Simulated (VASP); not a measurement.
# Zn5BiO (P4) in VASP: a series of runs

Runs on Zn5BiO. Level: PBE. Tasks: single point.

All numbers are computed with VASP 6.6.1; they aren't measurements. Logs are shortened: lines on timing, memory, paths and dates and some standing lists are left out, and cuts for length are marked.

## (1) The cell of the first run

It takes space group P4 (No. 75, tetragonal). The conventional cell has a = 5.154 Å, b = 5.154 Å, c = 4.952 Å, α = 90.00°, β = 90.00°, γ = 90.00°. Zn (site symmetry 1) has 1 O at 2.18 Å and 6 Zn at 2.63 to 2.72 Å within 2.9 Å. Zn (site symmetry 4) has 1 O at 1.89 Å within 2.5 Å. Bi (site symmetry 4) has 12 Zn at 2.93 to 3.72 Å and 4 O at 3.82 Å within 3.9 Å. O (site symmetry 4) has 5 Zn at 1.89 to 2.18 Å within 2.5 Å.

## (2) Single point, PBE

Contents of INCAR:

```
PREC     = Accurate       # precision mode
ENCUT    = 520            # plane-wave cutoff, eV
EDIFF    = 1E-6           # SCF threshold, eV
ISMEAR   = 0              # smearing method
SIGMA    = 0.2            # smearing width, eV
LREAL    = F              # projectors in reciprocal space
LASPH    = T              # aspherical terms in the spheres
NELM     = 80             # most SCF steps
ALGO     = Normal         # electronic algorithm
ISIF     = 2              # what is computed and relaxed
LWAVE    = F              # write WAVECAR
LCHARG   = F              # write CHGCAR
GGA      = PE             # functional
NBANDS   = 50             # bands
```

Contents of KPOINTS:

```
Automatic mesh
0
Gamma
  4 4 4
```

Contents of POSCAR:

```
Zn5BiO
1.0
    0.0000000000      0.0000000000      4.9524246395
    5.1538250112      0.0000000000      0.0000000000
    0.0000000000      5.1538250112      0.0000000000
Zn Bi O
5 1 1
Direct
    0.4320286542      0.1785739459      0.6816455231
    0.4320286542      0.8214260541      0.3183544769
    0.4320286542      0.3183544769      0.1785739459
    0.4320286542      0.6816455231      0.8214260541
    0.8281352311      0.0000000000      1.0000000000
    0.9823663099      0.5000000000      0.5000000000
    0.2107591922      0.0000000000      1.0000000000
```

Potentials or basis: VASP PAW PBE potentials, release 64 (Zn, Bi_d, O).

Launch:

```sh
> cat potpaw_PBE.64/Zn/POTCAR potpaw_PBE.64/Bi_d/POTCAR potpaw_PBE.64/O/POTCAR > POTCAR
> mpirun -np 1 vasp_std > vasp.out
```

OUTCAR:

```text
PREC = Accurate
   ENCUT = 520
   EDIFF = 1E-6
   ISMEAR = 0
   LREAL = F
   LASPH = T
   NELM = 80
   ISIF = 2
   GGA = PE

 ion  position               nearest neighbor table
   1  0.432  0.179  0.682-   7 2.18   2 2.63   4 2.66   3 2.66   4 2.69   3 2.69   5 2.72   6 2.93
                             6 3.32
   2  0.432  0.821  0.318-   7 2.18   1 2.63   4 2.66   3 2.66   4 2.69   3 2.69   5 2.72   6 2.93
                             6 3.32
   3  0.432  0.318  0.179-   7 2.18   4 2.63   1 2.66   2 2.66   2 2.69   1 2.69   5 2.72   6 2.93
                             6 3.32
   4  0.432  0.682  0.821-   7 2.18   3 2.63   1 2.66   2 2.66   2 2.69   1 2.69   5 2.72   6 2.93
                             6 3.32
   5  0.828  0.000  0.000-   7 1.89   2 2.72   3 2.72   4 2.72   1 2.72
   6  0.982  0.500  0.500-   1 2.93   2 2.93   3 2.93   4 2.93   1 3.32   2 3.32   3 3.32   4 3.32

   7  0.211  0.000  0.000-   5 1.89   2 2.18   3 2.18   4 2.18   1 2.18

  LATTYP: Found a simple tetragonal cell.
 ALAT       =     5.1538250112
 C/A-ratio  =     0.9609221556

  Lattice vectors:

 A1 = (   5.1538250112,   0.0000000000,   0.0000000000)
 A2 = (   0.0000000000,   5.1538250112,   0.0000000000)
 A3 = (   0.0000000000,   0.0000000000,   4.9524246395)

Analysis of symmetry for initial positions (statically):
=====================================================================
 Subroutine PRICEL returns:
 Original cell was already a primitive cell.

 Routine SETGRP: Setting up the symmetry group for a
 simple tetragonal supercell.

 Subroutine GETGRP returns: Found  4 space group operations
 (whereof  4 operations were pure point group operations)
 out of a pool of 16 trial point group operations.

The static configuration has the point symmetry     .

Analysis of symmetry for dynamics (positions and initial velocities):
=====================================================================
 Subroutine PRICEL returns:
 Original cell was already a primitive cell.

 Routine SETGRP: Setting up the symmetry group for a
 simple tetragonal supercell.

 Subroutine GETGRP returns: Found  4 space group operations
 (whereof  4 operations were pure point group operations)
 out of a pool of 16 trial point group operations.

The dynamic configuration has the point symmetry     .

 Subroutine INISYM returns: Found  4 space group operations
 (whereof  4 operations are pure point group operations),
 and found     1 'primitive' translations

----------------------------------------------------------------------------------------

                                     Primitive cell

  volume of cell :     131.5459

  direct lattice vectors                    reciprocal lattice vectors
     0.000000000  0.000000000  4.952424640     0.000000000  0.000000000  0.201921296
     5.153825011  0.000000000  0.000000000     0.194030647  0.000000000  0.000000000
     0.000000000  5.153825011  0.000000000     0.000000000  0.194030647  0.000000000

  length of vectors
     4.952424640  5.153825011  5.153825011     0.201921296  0.194030647  0.194030647

  position of ions in fractional coordinates (direct lattice)
     0.432028654  0.178573946  0.681645523
     0.432028654  0.821426054  0.318354477
     0.432028654  0.318354477  0.178573946
     0.432028654  0.681645523  0.821426054
     0.828135231  0.000000000  0.000000000
     0.982366310  0.500000000  0.500000000
     0.210759192  0.000000000  0.000000000

  ion indices of the primitive-cell ions
   primitive index   ion index
                 1           1
                 2           2
                 3           3
                 4           4
                 5           5
                 6           6
                 7           7

----------------------------------------------------------------------------------------

 KPOINTS: Automatic mesh

Automatic generation of k-mesh.
 Grid dimensions read from file:
 generate k-points for:    4    4    4

 Generating k-lattice:

  Cartesian coordinates                     Fractional coordinates (reciprocal lattice)
     0.000000000  0.000000000  0.050480324     0.250000000  0.000000000  0.000000000
     0.048507662  0.000000000  0.000000000     0.000000000  0.250000000  0.000000000
     0.000000000  0.048507662  0.000000000     0.000000000  0.000000000  0.250000000

  Length of vectors
     0.050480324  0.048507662  0.048507662

  Shift w.r.t. Gamma in fractional coordinates (k-lattice)
     0.000000000  0.000000000  0.000000000

 Subroutine IBZKPT returns following result:
 ===========================================

 Found     18 irreducible k-points:

 Following reciprocal coordinates:
            Coordinates               Weight
  0.000000  0.000000  0.000000      1.000000
  0.250000  0.000000  0.000000      2.000000
  0.500000  0.000000  0.000000      1.000000
  0.000000  0.250000  0.000000      4.000000
  0.250000  0.250000  0.000000      8.000000
  0.500000  0.250000  0.000000      4.000000
[... 10 lines left out ...]
  0.250000  0.500000  0.500000      2.000000
  0.500000  0.500000  0.500000      1.000000
   k-points           NKPTS =     18   k-points in BZ     NKDIM =     18   number of bands    NBANDS=     50
   number of dos      NEDOS =    301   number of ions     NIONS =      7
   total plane-waves  NPLWV =  64000
   dimension x,y,z NGX =    40 NGY =   40 NGZ =   40
   dimension x,y,z NGXF=    80 NGYF=   80 NGZF=   80
   ions per type =               5   1   1
   NGX,Y,Z   is equivalent  to a cutoff of  13.43, 12.90, 12.90 a.u.
   NGXF,Y,Z  is equivalent  to a cutoff of  26.85, 25.81, 25.81 a.u.
 SYSTEM =  unknown system
   PREC   = accura    normal or accurate (medium, high low for compatibility)
   ISTART =      0    job   : 0-new  1-cont  2-samecut
   ICHARG =      2    charge: 1-file 2-atom 10-const
   ISPIN  =      1    spin polarized calculation?
   LNONCOLLINEAR =      F non collinear calculations
   LSORBIT =      F    spin-orbit coupling
   LASPH  =      T    aspherical Exc in radial PAW
   ENCUT  =  520.0 eV  38.22 Ry    6.18 a.u.   9.21  9.58  9.58*2*pi/ulx,y,z
   NELM   =     80;   NELMIN=  2; NELMDL= -5     # of ELM steps
   EDIFF  = 0.1E-05   stopping-criterion for ELM
   LREAL  =      F    real-space projection
   EDIFFG = 0.1E-04   stopping-criterion for IOM
   NSW    =      0    number of steps for IOM
   IBRION =     -1    ionic relax: 0-MD 1-quasi-New 2-CG
   NFREE  =      0    steps in history (QN), initial steepest desc. (CG)
   ISIF   =      2    stress and relaxation
   ISYM   =      2    0-nonsym 1-usesym 2-fastsym
   POTIM  = 0.5000    time-step for ionic-motion
   TEBEG  =    0.0;   TEEND  =   0.0 temperature during run
   PSTRESS=    0.0 pullay stress
   NELECT =      81.0000    total number of electrons
   NUPDOWN=      -1.0000    fix difference up-down
   EMIN   =  10.00;   EMAX   =-10.00  energy-range for DOS
   EFERMI =   0.00;   METHOD = LEGACY
   ISMEAR =     0;   SIGMA  =   0.20  broadening in eV -4-tet -1-fermi 0-gaus
   EFERMI_NEDOS =   21; number of points for ismear=-14 and -15
   IALGO  =     38    algorithm
   IMIX   =      4    mixing-type and parameters
     AMIX     =   0.40;   BMIX     =  1.00
     AMIX_MAG =   1.60;   BMIX_MAG =  1.00
  volume/ion in A,a.u.               =      18.79       126.82
  Fermi-wavevector in a.u.,A,eV,Ry     =   1.392764  2.631942 26.392454  1.939791
  Thomas-Fermi vector in A             =   2.516475
   LORBIT       =      0    0 simple, 1 ext, 2 COOP (PROOUT), +10 PAW based schemes
   GGA     = PE    functional components
   LHFCALC =     F    Hartree Fock is set to
   AEXX    =    0.0000 exact exchange contribution
   IVDW    =     0    specifies the selected vdW correction
   LEPSILON=     F    determine dielectric tensor
   LRPA    =     F    only Hartree local field effects (RPA)
 non-spin polarized calculation
 Gauss-broadening in eV      SIGMA  =   0.20
  energy-cutoff  :      520.00
  volume of cell :      131.55
 maximum number of plane-waves:      3578
 NGX is ok and might be reduce to    40
   NGX = 19   NGY = 19   NGZ = 19

 number of electron      81.0000012 magnetization

 Free energy of the ion-electron system (eV)
  ---------------------------------------------------
  ext. energy  EPLUGINS =         0.00000000
  ---------------------------------------------------
  free energy    TOTEN  =       -15.55455213 eV

  energy without entropy =      -15.52805470  energy(sigma->0) =      -15.54130342

 E-fermi :   3.1463     XC(G=0): -10.3473

 val. band max:        3.0078968462   @ k =   0.5000   0.2500   0.2500
 cond. band min:       3.1873690488   @ k =   0.2500   0.2500   0.2500
 fundamental gap:      0.1794722026
 Fermi energy:         3.1463094623

 k-point     1 :       0.0000    0.0000    0.0000
  band No.  band energies     occupation
      1     -19.4089      2.00000
      2     -19.4028      2.00000
      3     -19.4028      2.00000
      4     -19.3715      2.00000
      5     -19.3628      2.00000
      6     -15.5713      2.00000
[... 42 lines left out ...]
     49       8.7833      0.00000
     50       9.4117      0.00000

 k-point     2 :       0.2500    0.0000    0.0000
  band No.  band energies     occupation
      1     -19.4065      2.00000
      2     -19.4034      2.00000
      3     -19.4034      2.00000
      4     -19.3713      2.00000
      5     -19.3627      2.00000
      6     -15.5548      2.00000
[... 42 lines left out ...]
     49       8.8866      0.00000
     50       9.9266      0.00000

 k-point     3 :       0.5000    0.0000    0.0000
  band No.  band energies     occupation
      1     -19.4041      2.00000
      2     -19.4041      2.00000
      3     -19.4040      2.00000
      4     -19.3712      2.00000
      5     -19.3627      2.00000
      6     -15.5381      2.00000
[... 784 lines left out ...]
     49      10.2377      0.00000
     50      10.2728      0.00000

 k-point    18 :       0.5000    0.5000    0.5000
  band No.  band energies     occupation
      1     -19.4047      2.00000
      2     -19.4047      2.00000
      3     -19.4031      2.00000
      4     -19.3719      2.00000
      5     -19.3606      2.00000
      6     -15.5229      2.00000
[... 42 lines left out ...]
     49      10.3392      0.00000
     50      10.6008      0.00000

------------------------ aborting loop because EDIFF is reached ----------------------------------------

  FORCE on cell =-STRESS in cart. coord.  units (eV):
  Direction    XX          YY          ZZ          XY          YZ          ZX
  --------------------------------------------------------------------------------------
  -------------------------------------------------------------------------------------
  Total        0.3609216      0.3609216     -0.5166235     -0.0000003      0.0000000      0.0000000
  in kB        4.3958836      4.3958836     -6.2922731     -0.0000036      0.0000000      0.0000000
  external PRESSURE =       0.8331647 kB  Pullay stress =       0.0000000 kB

 VOLUME and BASIS-vectors are now :
 -----------------------------------------------------------------------------
  energy-cutoff  :      520.00
  volume of cell :      131.55
      direct lattice vectors                 reciprocal lattice vectors
     0.000000000  0.000000000  4.952424640     0.000000000  0.000000000  0.201921296
     5.153825011  0.000000000  0.000000000     0.194030647  0.000000000  0.000000000
     0.000000000  5.153825011  0.000000000     0.000000000  0.194030647  0.000000000

 POSITION                                       TOTAL-FORCE (eV/Angst)
 -----------------------------------------------------------------------------------
      0.92034      3.51308      2.13959         0.060372     -0.033411      0.029902
      4.23349      1.64074      2.13959        -0.060372      0.033411      0.029902
      1.64074      0.92034      2.13959         0.033411      0.060372      0.029902
      3.51308      4.23349      2.13959        -0.033411     -0.060372      0.029902
      0.00000      0.00000      4.10128         0.000000     -0.000000     -0.056474
      2.57691      2.57691      4.86510         0.000000      0.000000      0.012776
      0.00000      0.00000      1.04377         0.000000     -0.000000     -0.075908
 -----------------------------------------------------------------------------------
    total drift:                               -0.000000     -0.000006     -0.001556

  FREE ENERGIE OF THE ION-ELECTRON SYSTEM (eV)
  ---------------------------------------------------
  free  energy   TOTEN  =       -15.5545521339 eV

  energy  without entropy=      -15.5280546991  energy(sigma->0) =      -15.54130342
```

Wall time 3.6 min (1 thread of AMD EPYC 7R13, shared host); peak memory 0.27 GiB.

Results:

* Free energy: -15.5546 eV
* Pressure: 0.1 GPa
* Largest force: 0.076 eV/Å

Forces on the atoms (eV/Å):
```
Zn   0.060 -0.033  0.030
Zn  -0.060  0.033  0.030
Zn   0.033  0.060  0.030
Zn  -0.033 -0.060  0.030
Zn   0.000  0.000 -0.056
Bi   0.000  0.000  0.013
O    0.000  0.000 -0.076
```

Levels at points of the mesh, in eV from the Fermi level:
```tsv
k point	band 37	band 38	band 39	band 40	band 41	band 42	band 43	band 44
(0.00, 0.00, 0.00)	-2.73	-2.29	-1.51	-1.51	-0.15	2.11	2.11	3.39
(0.50, 0.00, 0.00)	-2.07	-1.24	-1.24	-0.93	-0.17	-0.17	0.56	3.11
(0.00, 0.50, 0.00)	-2.55	-2.14	-1.64	-1.53	0.95	0.98	1.35	3.05
(0.50, 0.50, 0.00)	-3.50	-2.11	-1.01	-0.45	0.21	0.46	1.06	2.02
(0.00, 0.50, 0.50)	-2.46	-2.29	-2.29	-0.96	0.65	0.65	2.06	2.06
(0.50, 0.50, 0.50)	-3.16	-3.16	-1.20	-1.20	-1.17	1.00	4.76	5.35
```

Caveat: spin-orbit coupling is left out, which moves the levels of the heavy elements; an odd number of electrons without spin polarisation forces a metal; a magnetic or distorted state may lie lower.

## (3) Single point, PBE

This run uses another cell than the first one, of 18.59 Å³/atom, 0.989 times its volume.

Contents of INCAR:

```
SYSTEM = Zn5BiO
ALGO = Normal
EDIFF = 1E-6
ENCUT = 520
GGA = PE
ISIF = 2
ISMEAR = 0
LASPH = .True.
LCHARG = .True.
LELF = .True.
LREAL = .False.
LVHAR = .True.
LWAVE = .False.
NBANDS = 50
NELM = 60
PREC = Accurate
SIGMA = 0.2
```

Contents of KPOINTS:

```
k-points
0
Gamma
  4 4 3
  0 0 0
```

Contents of POSCAR:

```
Zn5BiO
1.0
    5.1407198800      0.0000000000      0.0000000000
    0.0000000000      5.1407198800      0.0000000000
    0.0000000000      0.0000000000      4.9242119478
Zn Bi O
5 1 1
Direct
    0.1829022734      0.6811130452      0.4355741167
    0.8170977266      0.3188869548      0.4355741167
    0.3188869548      0.1829022734      0.4355741167
    0.6811130452      0.8170977266      0.4355741167
    0.0000000000      0.0000000000      0.8321209507
    0.5000000000      0.5000000000      0.9586729270
    0.0000000000      0.0000000000      0.2162850056
```

Potentials or basis: VASP PAW PBE potentials, release 64 (Zn, Bi_d, O).

Launch:

```sh
> cat potpaw_PBE.64/Zn/POTCAR potpaw_PBE.64/Bi_d/POTCAR potpaw_PBE.64/O/POTCAR > POTCAR
> mpirun -np 1 vasp_std > vasp.out
```

It took 2.3 min on 1 thread of AMD EPYC 7R13, shared host; peak memory 0.24 GiB.

The run converged. Its results:

| Property | Result |
| --- | --- |
| Free energy | -15.7077 eV |
| Pressure | 0.2 GPa |
| Largest force | 0.083 eV/Å |

Forces on the atoms (eV/Å):
```
Zn   0.011 -0.018  0.008
Zn  -0.011  0.018  0.008
Zn   0.018  0.011  0.008
Zn  -0.018 -0.011  0.008
Zn   0.000  0.000 -0.083
Bi   0.000  0.000 -0.002
O    0.000  0.000  0.051
```

Stress tensor (GPa, compression positive):
```
0.17 0.00 0.00
0.00 0.17 0.00
0.00 0.00 0.27
```

Levels at points of the mesh, in eV from the Fermi level:
```tsv
k point	band 37	band 38	band 39	band 40	band 41	band 42	band 43	band 44
(0.00, 0.00, 0.00)	-2.80	-2.35	-1.65	-1.65	-0.55	2.22	2.22	3.38
(0.50, 0.00, 0.00)	-2.70	-2.22	-1.63	-1.48	0.75	0.94	1.26	2.87
(0.50, 0.50, 0.00)	-2.53	-2.42	-2.42	-1.26	0.63	0.63	2.07	2.07
```

Caveat: the k points lie up to 0.43 Å⁻¹ apart; spin-orbit coupling is left out, which moves the levels of the heavy elements; an odd number of electrons without spin polarisation forces a metal; a magnetic or distorted state may lie lower.
